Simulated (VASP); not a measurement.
Mn3Si:

```xyz
4
Lattice="0.0000 2.8610 2.8610 2.8610 0.0000 2.8610 2.8610 2.8610 0.0000" Properties=species:S:1:pos:R:3 pbc="T T T"
Mn    2.8610    2.8610    2.8610
Mn    1.4305    1.4305    1.4305
Mn    4.2915    4.2915    4.2915
Si    0.0000    0.0000    0.0000
```

Base run:

```yaml
Program: VASP 6.6.1
Functional: LDA
Potentials_or_basis: VASP PAW LDA potentials, release 64 (Mn_pv, Si)
Cutoff: 520 eV
k_mesh: 10 × 10 × 10
Occupations: fermi-dirac, width 0.05 eV
Spin: collinear spin, ferrimagnetic start
Starting_moments: "[2.164, -0.612, -0.612, 0.0] μB"
Fixed_moment: 0.94 μB
```

Its results: pressure -24.1 GPa; site moments Mn +2.25, -0.69 (each value once); Si +0.04 μB.

Question: The run is repeated on the same cell with these changes: fixed moment from 0.94 μB to 0.42 μB; moments at the start from [2.16, -0.61, -0.61, 0.0] to [0.97, -0.27, -0.27, 0.0]. What comes out?

Answer: Pressure -26.3 GPa; site moments Mn +1.71, -0.66 (each value once); Si +0.03 μB.

Caveats: the cell stands under tension; the total moment is fixed, so each spin has its own Fermi level.
